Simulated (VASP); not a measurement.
# AlRu (Cmmm) in VASP: single point with r2SCAN

Aim: the single point of AlRu with r2SCAN.

Program: VASP 6.6.1. These are calculated values, not measurements. Logs are shortened: lines on timing, memory, paths and dates and some standing lists are left out, and cuts for length are marked.

### Step 1. The cell of the first run

Symmetry: Cmmm, No. 65, orthorhombic system. The conventional cell has a = 4.199 Å, b = 4.262 Å, c = 2.992 Å, α = 90.00°, β = 90.00°, γ = 90.00°. Within 3.4 Å of Al (site symmetry mmm) lie 8 Ru at 2.58 to 2.60 Å and 6 Al at 2.99 Å. Within 3.4 Å of Ru (site symmetry mmm) lie 8 Al at 2.58 to 2.60 Å and 6 Ru at 2.99 Å.

### Step 2. Single point, r2SCAN (strain +0.0150 x Voigt [0, 0, 0, 0, 1, 0])

Contents of POSCAR:

```
AlRu
1.0
    2.9916000000      0.0000000000      0.0224370000
    0.0000000000      2.9916000000      0.0000000000
    0.0224370000      0.0000000000      2.9916000000
Al Ru
1 1
Direct
    0.0000000000      0.0000000000      0.0000000000
    0.5000000000      0.5000000000      0.5000000000
```

Contents of INCAR.step1:

```
SYSTEM = AlRu
  PREC = Accurate
  ENCUT = 520
  ISMEAR = 0
  SIGMA = 0.15
  LREAL = .False.
  LASPH = .True.
  NELM = 60
  NBANDS = 16
  GGA = PE
  ALGO = Normal
  EDIFF = 1E-4
  LWAVE = .True.
  LCHARG = .False.
```

Contents of INCAR.step2:

```
SYSTEM = AlRu
  PREC = Accurate
  ENCUT = 520
  EDIFF = 1E-7
  ISMEAR = 0
  SIGMA = 0.15
  LREAL = .False.
  LASPH = .True.
  NELM = 60
  ALGO = Normal
  ISIF = 2
  LWAVE = .False.
  LCHARG = .False.
  METAGGA = R2SCAN
  LMIXTAU = .True.
  NBANDS = 16
  ISTART = 1
```

Contents of KPOINTS:

```
Automatic mesh
0
Gamma
  20 20 20
  0 0 0
```

Potentials or basis: VASP PAW PBE potentials, release 64 (Al, Ru_pv).

Run with:

```sh
$ cat potpaw_PBE.64/Al/POTCAR potpaw_PBE.64/Ru_pv/POTCAR > POTCAR
$ cp INCAR.step1 INCAR
$ mpirun -np 1 vasp_std > vasp.out
$ cp INCAR.step2 INCAR
$ mpirun -np 1 vasp_std > vasp.out
```

OUTCAR:

```text
SYSTEM = AlRu
   PREC = Accurate
   ENCUT = 520
   EDIFF = 1E-7
   ISMEAR = 0
   LREAL = .False.
   LASPH = .True.
   NELM = 60
   ISIF = 2
   METAGGA = R2SCAN
   ISTART = 1

 ion  position               nearest neighbor table
   1  0.000  0.000  0.000-   2 2.58   2 2.58   2 2.58   2 2.58   2 2.60   2 2.60   2 2.60   2 2.60

   2  0.500  0.500  0.500-   1 2.58   1 2.58   1 2.58   1 2.58   1 2.60   1 2.60   1 2.60   1 2.60

  LATTYP: Found a base centered orthorhombic cell.
 ALAT       =     4.1990305835
 B/A-ratio  =     1.0151133501
 C/A-ratio  =     0.7124501574

  Lattice vectors:

 A1 = (  -2.9916000000,   0.0000000000,  -0.0224370000)
 A2 = (   0.0224370000,   0.0000000000,   2.9916000000)
 A3 = (   0.0000000000,   2.9916000000,   0.0000000000)

Analysis of symmetry for initial positions (statically):
=====================================================================
 Subroutine PRICEL returns:
 Original cell was already a primitive cell.

 Routine SETGRP: Setting up the symmetry group for a
 base centered orthorhombic supercell.

 Subroutine GETGRP returns: Found  8 space group operations
 (whereof  8 operations were pure point group operations)
 out of a pool of  8 trial point group operations.

The static configuration has the point symmetry D_2h.

Analysis of symmetry for dynamics (positions and initial velocities):
=====================================================================
 Subroutine PRICEL returns:
 Original cell was already a primitive cell.

 Routine SETGRP: Setting up the symmetry group for a
 base centered orthorhombic supercell.

 Subroutine GETGRP returns: Found  8 space group operations
 (whereof  8 operations were pure point group operations)
 out of a pool of  8 trial point group operations.

The dynamic configuration has the point symmetry D_2h.

 Subroutine INISYM returns: Found  8 space group operations
 (whereof  8 operations are pure point group operations),
 and found     1 'primitive' translations

----------------------------------------------------------------------------------------

                                     Primitive cell

  volume of cell :      26.7723

  direct lattice vectors                    reciprocal lattice vectors
     2.991600000  0.000000000  0.022437000     0.334288091  0.000000000 -0.002507161
     0.000000000  2.991600000  0.000000000     0.000000000  0.334269287  0.000000000
     0.022437000  0.000000000  2.991600000    -0.002507161  0.000000000  0.334288091

  length of vectors
     2.991684138  2.991600000  2.991684138     0.334297493  0.334269287  0.334297493

  position of ions in fractional coordinates (direct lattice)
     0.000000000  0.000000000  0.000000000
     0.500000000  0.500000000  0.500000000

  ion indices of the primitive-cell ions
   primitive index   ion index
                 1           1
                 2           2

----------------------------------------------------------------------------------------

 KPOINTS: Automatic mesh

Automatic generation of k-mesh.
 Grid dimensions read from file:
 generate k-points for:   20   20   20

 Generating k-lattice:

  Cartesian coordinates                     Fractional coordinates (reciprocal lattice)
     0.016714405  0.000000000 -0.000125358     0.050000000  0.000000000 -0.000000000
     0.000000000  0.016713464  0.000000000     0.000000000  0.050000000  0.000000000
    -0.000125358  0.000000000  0.016714405    -0.000000000  0.000000000  0.050000000

  Length of vectors
     0.016714875  0.016713464  0.016714875

  Shift w.r.t. Gamma in fractional coordinates (k-lattice)
     0.000000000  0.000000000  0.000000000

 Subroutine IBZKPT returns following result:
 ===========================================

 Found   1221 irreducible k-points:

 Following reciprocal coordinates:
            Coordinates               Weight
  0.000000  0.000000  0.000000      1.000000
  0.050000  0.000000 -0.000000      4.000000
  0.100000  0.000000 -0.000000      4.000000
  0.150000  0.000000 -0.000000      4.000000
  0.200000  0.000000 -0.000000      4.000000
  0.250000  0.000000 -0.000000      4.000000
[... 16 lines left out ...]
  0.000000  0.100000  0.000000      2.000000
  0.050000  0.100000 -0.000000      8.000000
 [... further k-points ...]
   k-points           NKPTS =   1221   k-points in BZ     NKDIM =   1221   number of bands    NBANDS=     16
   number of dos      NEDOS =    301   number of ions     NIONS =      2
   total plane-waves  NPLWV =  13824
   dimension x,y,z NGX =    24 NGY =   24 NGZ =   24
   dimension x,y,z NGXF=    48 NGYF=   48 NGZF=   48
   ions per type =               1   1
   NGX,Y,Z   is equivalent  to a cutoff of  13.34, 13.34, 13.34 a.u.
   NGXF,Y,Z  is equivalent  to a cutoff of  26.67, 26.67, 26.67 a.u.
 SYSTEM =  AlRu
   PREC   = accura    normal or accurate (medium, high low for compatibility)
   ISTART =      1    job   : 0-new  1-cont  2-samecut
   ICHARG =      0    charge: 1-file 2-atom 10-const
   ISPIN  =      1    spin polarized calculation?
   LNONCOLLINEAR =      F non collinear calculations
   LSORBIT =      F    spin-orbit coupling
   LASPH  =      T    aspherical Exc in radial PAW
   ENCUT  =  520.0 eV  38.22 Ry    6.18 a.u.   5.56  5.56  5.56*2*pi/ulx,y,z
   NELM   =     60;   NELMIN=  2; NELMDL=  0     # of ELM steps
   EDIFF  = 0.1E-06   stopping-criterion for ELM
   LREAL  =      F    real-space projection
   EDIFFG = 0.1E-05   stopping-criterion for IOM
   NSW    =      0    number of steps for IOM
   IBRION =     -1    ionic relax: 0-MD 1-quasi-New 2-CG
   NFREE  =      0    steps in history (QN), initial steepest desc. (CG)
   ISIF   =      2    stress and relaxation
   ISYM   =      2    0-nonsym 1-usesym 2-fastsym
   POTIM  = 0.5000    time-step for ionic-motion
   TEBEG  =    0.0;   TEEND  =   0.0 temperature during run
   PSTRESS=    0.0 pullay stress
   NELECT =      17.0000    total number of electrons
   NUPDOWN=      -1.0000    fix difference up-down
   EMIN   =  10.00;   EMAX   =-10.00  energy-range for DOS
   EFERMI =   0.00;   METHOD = LEGACY
   ISMEAR =     0;   SIGMA  =   0.15  broadening in eV -4-tet -1-fermi 0-gaus
   EFERMI_NEDOS =   21; number of points for ismear=-14 and -15
   IALGO  =     38    algorithm
   IMIX   =      4    mixing-type and parameters
     AMIX     =   0.40;   BMIX     =  1.00
     AMIX_MAG =   1.60;   BMIX_MAG =  1.00
  volume/ion in A,a.u.               =      13.39        90.33
  Fermi-wavevector in a.u.,A,eV,Ry     =   1.407113  2.659059 26.939101  1.979968
  Thomas-Fermi vector in A             =   2.529405
   LORBIT       =      0    0 simple, 1 ext, 2 COOP (PROOUT), +10 PAW based schemes
   METAGGA = R2SCAN    functional components
   LHFCALC =     F    Hartree Fock is set to
   AEXX    =    0.0000 exact exchange contribution
   IVDW    =     0    specifies the selected vdW correction
   LEPSILON=     F    determine dielectric tensor
   LRPA    =     F    only Hartree local field effects (RPA)
 non-spin polarized calculation
 Gauss-broadening in eV      SIGMA  =   0.15
  energy-cutoff  :      520.00
  volume of cell :       26.77
 maximum number of plane-waves:       740
   NGX = 11   NGY = 11   NGZ = 11

 number of electron      16.9999995 magnetization

 Free energy of the ion-electron system (eV)
  ---------------------------------------------------
  ext. energy  EPLUGINS =         0.00000000
  ---------------------------------------------------
  free energy    TOTEN  =       -33.61427775 eV

  energy without entropy =      -33.59630834  energy(sigma->0) =      -33.60529305

 E-fermi :  10.5643     XC(G=0): -13.6165

 val. band max:       10.5633008501   @ k =  -0.4000   0.4000   0.3500
 cond. band min:      10.5658206027   @ k =  -0.4000   0.2500   0.2500
 fundamental gap:      0.0025197526
 Fermi energy:        10.5642942926

 k-point     1 :       0.0000    0.0000    0.0000
  band No.  band energies     occupation
      1     -32.5122      2.00000
      2     -32.5098      2.00000
      3     -32.5064      2.00000
      4       0.3955      2.00000
      5       6.8853      2.00000
      6       6.8877      2.00000
[... 8 lines left out ...]
     15      22.0392      0.00000
     16      27.0452      0.00000

 k-point     2 :       0.0500    0.0000   -0.0000
  band No.  band energies     occupation
      1     -32.5161      2.00000
      2     -32.5093      2.00000
      3     -32.5077      2.00000
      4       0.4466      2.00000
      5       6.9033      2.00000
      6       6.9054      2.00000
[... 8 lines left out ...]
     15      22.2637      0.00000
     16      27.1952      0.00000

 k-point     3 :       0.1000    0.0000   -0.0000
  band No.  band energies     occupation
      1     -32.5320      2.00000
      2     -32.5079      2.00000
      3     -32.5071      2.00000
      4       0.5986      2.00000
      5       6.9488      2.00000
      6       6.9590      2.00000
[... 8 lines left out ...]
     15      22.7783      0.00000
     16      27.6592      0.00000

 k-point     4 :       0.1500    0.0000   -0.0000
  band No.  band energies     occupation
      1     -32.5577      2.00000
      2     -32.5057      2.00000
      3     -32.5051      2.00000
      4       0.8480      2.00000
      5       6.9994      2.00000
      6       7.0458      2.00000
[... 8 lines left out ...]
     15      23.3305      0.00000
     16      28.4496      0.00000

 k-point     5 :       0.2000    0.0000   -0.0000
  band No.  band energies     occupation
      1     -32.5901      2.00000
      2     -32.5029      2.00000
      3     -32.5023      2.00000
      4       1.1893      2.00000
      5       7.0188      2.00000
      6       7.1590      2.00000
[... 8 lines left out ...]
     15      23.7944      0.00000
     16      28.9286      0.00000

 k-point     6 :       0.2500    0.0000   -0.0000
  band No.  band energies     occupation
      1     -32.6259      2.00000
      2     -32.4997      2.00000
      3     -32.4992      2.00000
      4       1.6149      2.00000
      5       6.9567      2.00000
      6       7.2900      2.00000
[... 8 lines left out ...]
     15      24.1517      0.00000
     16      27.9770      0.00000
[... 267 lines left out ...]
 k-point    21 :       0.4500    0.0500    0.0000
  band No.  band energies     occupation
      1     -32.7343      2.00000
      2     -32.4957      2.00000
      3     -32.4893      2.00000
      4       3.9674      2.00000
      5       5.3434      2.00000
      6       7.7628      2.00000
[... 8 lines left out ...]
     15      24.0711      0.00000
     16      24.4883      0.00000

 k-point    22 :       0.5000    0.0500   -0.0000
  band No.  band energies     occupation
      1     -32.7398      2.00000
      2     -32.4952      2.00000
      3     -32.4888      2.00000
      4       4.4614      2.00000
      5       4.8636      2.00000
      6       7.7892      2.00000
[... 8 lines left out ...]
     15      23.7451      0.00000
     16      24.1251      0.00000

 k-point    23 :       0.0000    0.1000    0.0000
  band No.  band energies     occupation
      1     -32.5322      2.00000
      2     -32.5103      2.00000
      3     -32.5045      2.00000
      4       0.5985      2.00000
      5       6.9472      2.00000
      6       6.9607      2.00000
[... 8 lines left out ...]
     15      22.7804      0.00000
     16      27.6594      0.00000

 k-point    24 :       0.0500    0.1000   -0.0000
  band No.  band energies     occupation
      1     -32.5317      2.00000
      2     -32.5142      2.00000
      3     -32.5058      2.00000
      4       0.6488      2.00000
      5       6.9671      2.00000
      6       6.9781      2.00000
[... 8 lines left out ...]
     15      22.8175      0.00000
     16      27.7851      0.00000

 [... further k-points ...]

------------------------ aborting loop because EDIFF is reached ----------------------------------------

  FORCE on cell =-STRESS in cart. coord.  units (eV):
  Direction    XX          YY          ZZ          XY          YZ          ZX
  --------------------------------------------------------------------------------------
  -------------------------------------------------------------------------------------
  Total       -0.3003297     -0.3010366     -0.3003297      0.0000000      0.0000000     -0.3314257
  in kB      -17.9730885    -18.0153956    -17.9730885      0.0000000      0.0000000    -19.8340167
  external PRESSURE =     -17.9871908 kB  Pullay stress =       0.0000000 kB

 VOLUME and BASIS-vectors are now :
 -----------------------------------------------------------------------------
  energy-cutoff  :      520.00
  volume of cell :       26.77
      direct lattice vectors                 reciprocal lattice vectors
     2.991600000  0.000000000  0.022437000     0.334288091  0.000000000 -0.002507161
     0.000000000  2.991600000  0.000000000     0.000000000  0.334269287  0.000000000
     0.022437000  0.000000000  2.991600000    -0.002507161  0.000000000  0.334288091

 POSITION                                       TOTAL-FORCE (eV/Angst)
 -----------------------------------------------------------------------------------
      0.00000      0.00000      0.00000         0.000000      0.000000      0.000000
      1.50702      1.49580      1.50702        -0.000000      0.000000      0.000000
 -----------------------------------------------------------------------------------
    total drift:                                0.000000     -0.000000     -0.000000

  FREE ENERGIE OF THE ION-ELECTRON SYSTEM (eV)
  ---------------------------------------------------
  free  energy   TOTEN  =       -33.6142777478 eV

  energy  without entropy=      -33.5963083444  energy(sigma->0) =      -33.60529305
```

It took 12 min on 1 thread of AMD EPYC 9R45 (Zen 5), shared host; peak memory 0.54 GiB.

Results:

```yaml
Free_energy: -33.6143 eV
Pressure: -1.8 GPa
Band_gap_on_the_k_mesh: zero (an odd number of electrons rules out a gap without spin polarisation)
```

Caveat: the cell differs from its parent crystal (strain +0.0150 x Voigt [0, 0, 0, 0, 1, 0]); the PAW data sets were made with another functional, which shifts forces and pressure a little.
